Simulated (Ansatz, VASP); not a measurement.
RbBi3 in VASP and in Ansatz

```
Rb Bi
1.0
     6.22039    0.00000    0.00000
    -3.11019    5.38701    0.00000
     0.00000    0.00000    3.19241
Rb Bi
1 3
Direct
  0.00000 0.00000 0.50000
  0.50000 0.00000 0.00000
  0.50000 0.50000 0.00000
  0.00000 0.50000 0.00000
```

Alike in both runs: task single point; functional PBE; k mesh 3 × 3 × 6; occupations gaussian, width 0.1 eV; no spin polarisation.

```csv
,VASP,Ansatz
version,VASP 6.6.1,Ansatz 0.2.0
potentials or method,"VASP PAW PBE potentials, release 64 (Rb_sv, Bi_d), cutoff 520 eV","scalar-relativistic, plane waves, PAW"
valence electrons in the cell,54,54
```

```csv
,VASP,Ansatz,Ansatz less VASP
gap on the k mesh at the Fermi level (eV),none,none,-
pressure (GPa),17.4,17.3,-0.03
"traceless stress, the component that is largest in VASP (GPa)",1.10,1.09,-0.008
```

A gap of «none» marks a metal or a gap that the smearing closes. The functional is the same, so the differences come from potentials, cutoffs and numerics.

The k mesh is coarse, so the values compare programs but aren't converged. Neither program's run includes spin-orbit coupling.
